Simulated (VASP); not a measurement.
# Sr (Cmce) in VASP: single point with r2SCAN

Aim: the single point of Sr with r2SCAN.

Program: VASP 6.6.1. These are calculated values, not measurements. Logs are shortened: lines on timing, memory, paths and dates and some standing lists are left out, and cuts for length are marked.

## (1) The cell of the first run

The structure is orthorhombic, space group Cmce (No. 64). Conventional cell: a = 8.134 Å, b = 5.376 Å, c = 10.965 Å, α = 90.00°, β = 90.00°, γ = 90.00°. Sr (site symmetry m) has 3 Sr at 3.03 to 3.97 Å within 4.0 Å.

## (2) Single point, r2SCAN

POSCAR

```
Sr
1.0
    4.0671279462     -2.6880604413      0.0000000000
    4.0671279462      2.6880604413      0.0000000000
    0.0000000000      0.0000000000     10.9652684531
Sr
4
Direct
    0.8500000000      0.1500000000      0.1170000000
    0.6500000000      0.3500000000      0.6170000000
    0.1500000000      0.8500000000      0.8830000000
    0.3500000000      0.6500000000      0.3830000000
```

INCAR.step1

```
SYSTEM = Sr
PREC = Accurate ; ENCUT = 520
ISMEAR = 0 ; SIGMA = 0.1
LREAL = .False. ; LASPH = .True.
NELM = 100 ; NBANDS = 28
GGA = PE ; ALGO = Normal
EDIFF = 1E-4 ; LWAVE = .True.
LCHARG = .False.
```

INCAR.step2

```
SYSTEM = Sr
PREC = Accurate ; ENCUT = 520
EDIFF = 1E-6 ; ISMEAR = 0
SIGMA = 0.1 ; LREAL = .False.
LASPH = .True. ; NELM = 100
ALGO = Normal ; ISIF = 2
LWAVE = .False. ; LCHARG = .False.
METAGGA = R2SCAN ; LMIXTAU = .True.
NBANDS = 28 ; ISTART = 1
```

KPOINTS

```
Automatic mesh
0
Gamma
  4 4 2
  0 0 0
```

Potentials or basis: VASP PAW PBE potentials, release 64 (Sr_sv).

Launch:

```bash
$ cat potpaw_PBE.64/Sr_sv/POTCAR > POTCAR
$ cp INCAR.step1 INCAR
$ mpirun -np 1 vasp_std > vasp.out
$ cp INCAR.step2 INCAR
$ mpirun -np 1 vasp_std > vasp.out
```

OUTCAR:

```text
SYSTEM = Sr
   PREC = Accurate
   ENCUT = 520
   EDIFF = 1E-6
   ISMEAR = 0
   LREAL = .False.
   LASPH = .True.
   NELM = 100
   ISIF = 2
   METAGGA = R2SCAN
   ISTART = 1

 ion  position               nearest neighbor table
   1  0.850  0.150  0.117-   3 3.03   4 3.97   4 3.97   3 4.55   3 4.93   3 4.93   4 5.00   4 5.00

   2  0.650  0.350  0.617-   4 3.03   3 3.97   3 3.97   4 4.55   4 4.93   4 4.93   3 5.00   3 5.00

   3  0.150  0.850  0.883-   1 3.03   2 3.97   2 3.97   1 4.55   1 4.93   1 4.93   2 5.00   2 5.00

   4  0.350  0.650  0.383-   2 3.03   1 3.97   1 3.97   2 4.55   2 4.93   2 4.93   1 5.00   1 5.00

  LATTYP: Found a base centered orthorhombic cell.
 ALAT       =     5.3761208826
 B/A-ratio  =     1.5130344109
 C/A-ratio  =     2.0396246090

  Lattice vectors:

 A1 = (  -4.0671279462,  -2.6880604413,   0.0000000000)
 A2 = (   4.0671279462,  -2.6880604413,   0.0000000000)
 A3 = (   0.0000000000,   0.0000000000,  10.9652684531)

Analysis of symmetry for initial positions (statically):
=====================================================================
 Subroutine PRICEL returns:
 Original cell was already a primitive cell.

 Routine SETGRP: Setting up the symmetry group for a
 base centered orthorhombic supercell.

 Subroutine GETGRP returns: Found  8 space group operations
 (whereof  4 operations were pure point group operations)
 out of a pool of  8 trial point group operations.

The static configuration has the point symmetry C_2h.
 The point group associated with its full space group is D_2h.

Analysis of symmetry for dynamics (positions and initial velocities):
=====================================================================
 Subroutine PRICEL returns:
 Original cell was already a primitive cell.

 Routine SETGRP: Setting up the symmetry group for a
 base centered orthorhombic supercell.

 Subroutine GETGRP returns: Found  8 space group operations
 (whereof  4 operations were pure point group operations)
 out of a pool of  8 trial point group operations.

The dynamic configuration has the point symmetry C_2h.
 The point group associated with its full space group is D_2h.

 Subroutine INISYM returns: Found  8 space group operations
 (whereof  4 operations are pure point group operations),
 and found     1 'primitive' translations

----------------------------------------------------------------------------------------

[... 84 lines left out ...]
   NELM   =    100;   NELMIN=  2; NELMDL=  0     # of ELM steps
   EDIFF  = 0.1E-05   stopping-criterion for ELM
   LREAL  =      F    real-space projection
   EDIFFG = 0.1E-04   stopping-criterion for IOM
   NSW    =      0    number of steps for IOM
   IBRION =     -1    ionic relax: 0-MD 1-quasi-New 2-CG
   NFREE  =      0    steps in history (QN), initial steepest desc. (CG)
   ISIF   =      2    stress and relaxation
   ISYM   =      2    0-nonsym 1-usesym 2-fastsym
   POTIM  = 0.5000    time-step for ionic-motion
   TEBEG  =    0.0;   TEEND  =   0.0 temperature during run
   PSTRESS=    0.0 pullay stress
   NELECT =      40.0000    total number of electrons
   NUPDOWN=      -1.0000    fix difference up-down
   EMIN   =  10.00;   EMAX   =-10.00  energy-range for DOS
   EFERMI =   0.00;   METHOD = LEGACY
   ISMEAR =     0;   SIGMA  =   0.10  broadening in eV -4-tet -1-fermi 0-gaus
   EFERMI_NEDOS =   21; number of points for ismear=-14 and -15
   IALGO  =     38    algorithm
   IMIX   =      4    mixing-type and parameters
     AMIX     =   0.40;   BMIX     =  1.00
     AMIX_MAG =   1.60;   BMIX_MAG =  1.00
  volume/ion in A,a.u.               =      59.94       404.49
  Fermi-wavevector in a.u.,A,eV,Ry     =   0.901231  1.703080 11.050887  0.812217
  Thomas-Fermi vector in A             =   2.024286
   LORBIT       =      0    0 simple, 1 ext, 2 COOP (PROOUT), +10 PAW based schemes
   METAGGA = R2SCAN    functional components
   LHFCALC =     F    Hartree Fock is set to
   AEXX    =    0.0000 exact exchange contribution
   IVDW    =     0    specifies the selected vdW correction
   LEPSILON=     F    determine dielectric tensor
   LRPA    =     F    only Hartree local field effects (RPA)
 non-spin polarized calculation
 Gauss-broadening in eV      SIGMA  =   0.10
  energy-cutoff  :      520.00
  volume of cell :      239.76
 maximum number of plane-waves:      6474
   NGX = 19   NGY = 19   NGZ = 41

 number of electron      40.0000000 magnetization

 Free energy of the ion-electron system (eV)
  ---------------------------------------------------
  ext. energy  EPLUGINS =         0.00000000
  ---------------------------------------------------
  free energy    TOTEN  =       -57.91793046 eV

  energy without entropy =      -57.89127551  energy(sigma->0) =      -57.90460298

 E-fermi :   1.1903     XC(G=0):  -7.4748

 val. band max:        1.1790008467   @ k =   0.5000   0.5000   0.0000
 cond. band min:       1.2012899705   @ k =   0.2500   0.0000   0.0000
 fundamental gap:      0.0222891238
 Fermi energy:         1.1903120825

 k-point     1 :       0.0000    0.0000    0.0000
  band No.  band energies     occupation
      1     -37.3368      2.00000
      2     -37.3246      2.00000
      3     -37.1990      2.00000
      4     -37.1864      2.00000
      5     -19.3065      2.00000
      6     -19.2587      2.00000
[... 423 lines left out ...]
     27       3.6817      0.00000
     28       3.6817      0.00000

------------------------ aborting loop because EDIFF is reached ----------------------------------------

  FORCE on cell =-STRESS in cart. coord.  units (eV):
  Direction    XX          YY          ZZ          XY          YZ          ZX
  --------------------------------------------------------------------------------------
  -------------------------------------------------------------------------------------
  Total       -7.3966957      0.2076066      6.5619713      0.0000000      0.0000000      0.0000000
  in kB      -49.4279055      1.3873169     43.8499171      0.0000000      0.0000000      0.0000000
  external PRESSURE =      -1.3968905 kB  Pullay stress =       0.0000000 kB

 VOLUME and BASIS-vectors are now :
 -----------------------------------------------------------------------------
  energy-cutoff  :      520.00
  volume of cell :      239.76
      direct lattice vectors                 reciprocal lattice vectors
     4.067127946 -2.688060441  0.000000000     0.122936875 -0.186007722  0.000000000
     4.067127946  2.688060441  0.000000000     0.122936875  0.186007722  0.000000000
     0.000000000  0.000000000 10.965268453     0.000000000  0.000000000  0.091197038

 POSITION                                       TOTAL-FORCE (eV/Angst)
 -----------------------------------------------------------------------------------
      4.06713     -1.88164      1.28294         0.000000      1.298517      1.305045
      4.06713     -0.80642      6.76557         0.000000     -1.298517      1.305045
      4.06713      1.88164      9.68233         0.000000     -1.298517     -1.305045
      4.06713      0.80642      4.19970         0.000000      1.298517     -1.305045
 -----------------------------------------------------------------------------------
    total drift:                               -0.000000      0.000000      0.000000

  FREE ENERGIE OF THE ION-ELECTRON SYSTEM (eV)
  ---------------------------------------------------
  free  energy   TOTEN  =       -57.9179304558 eV

  energy  without entropy=      -57.8912755061  energy(sigma->0) =      -57.90460298
```

OSZICAR.step1:

```text
N       E                     dE             d eps       ncg     rms          rms(c)
DAV:   1     0.270555767089E+03    0.27056E+03   -0.18550E+04   800   0.120E+03
DAV:   2     0.198180044754E+02   -0.25074E+03   -0.24755E+03   912   0.289E+02
DAV:   3    -0.264127393342E+01   -0.22459E+02   -0.22136E+02  1248   0.597E+01
DAV:   4    -0.397216090322E+01   -0.13309E+01   -0.13207E+01  1128   0.140E+01
DAV:   5    -0.403668422627E+01   -0.64523E-01   -0.64427E-01  1160   0.247E+00    0.223E+01
DAV:   6    -0.402103530671E+01    0.15649E-01   -0.94316E-02  1024   0.201E+00    0.125E+01
DAV:   7    -0.402562417414E+01   -0.45889E-02   -0.93292E-02   960   0.222E+00    0.766E-01
DAV:   8    -0.402620022808E+01   -0.57605E-03   -0.17290E-02  1264   0.554E-01    0.219E-01
DAV:   9    -0.402647376875E+01   -0.27354E-03   -0.71525E-04   808   0.107E-01    0.103E-01
DAV:  10    -0.402660590192E+01   -0.13213E-03   -0.71127E-05   664   0.530E-02    0.420E-02
DAV:  11    -0.402661899708E+01   -0.13095E-04   -0.13576E-05   540   0.269E-02
   1 F= -.40266190E+01 E0= -.40101315E+01  d E =-.329751E-01
```

It took 11 min on 1 thread of AMD EPYC 7R43 (Zen 3), shared host; peak memory 0.34 GiB.

What came out:

```
Free energy            : -57.9179 eV
Pressure               : -0.1 GPa
Largest force          : 1.841 eV/Å
Band gap on the k mesh : zero (band 20 reaches 1.20 eV, above the bottom of band 21 at 1.10 eV)
```

Forces in eV/Å, atoms in the order of the input:
```
Sr   0.000  1.299  1.305
Sr   0.000 -1.299  1.305
Sr   0.000 -1.299 -1.305
Sr   0.000  1.299 -1.305
```

Stress tensor (GPa, compression positive):
```
-4.94  0.00  0.00
 0.00  0.14  0.00
 0.00  0.00  4.38
```

Levels at points of the mesh, in eV from the Fermi level:
```tsv
k point	band 16	band 17	band 18	band 19	band 20	band 21	band 22	band 23	band 24	band 25
(0.00, 0.00, 0.00)	-19.48	-3.46	-1.94	-1.89	-0.33	0.98	1.22	1.45	1.56	1.59
(0.50, 0.00, 0.00)	-19.49	-1.29	-1.29	-0.62	-0.62	0.09	0.09	1.18	1.18	1.20
(0.50, 0.50, 0.00)	-19.49	-1.38	-0.56	-0.28	-0.24	-0.09	-0.01	0.10	0.52	0.98
(0.00, 0.00, 0.50)	-19.50	-3.04	-3.04	-0.68	-0.68	1.11	1.11	1.45	1.45	1.77
(0.50, 0.00, 0.50)	-19.50	-1.17	-1.17	-0.91	-0.91	0.50	0.50	0.75	0.75	1.59
(0.50, 0.50, 0.50)	-19.50	-0.90	-0.90	-0.46	-0.46	-0.05	-0.05	0.27	0.27	1.18
```

Caveat: the PAW data sets were made with another functional, which shifts forces and pressure a little.
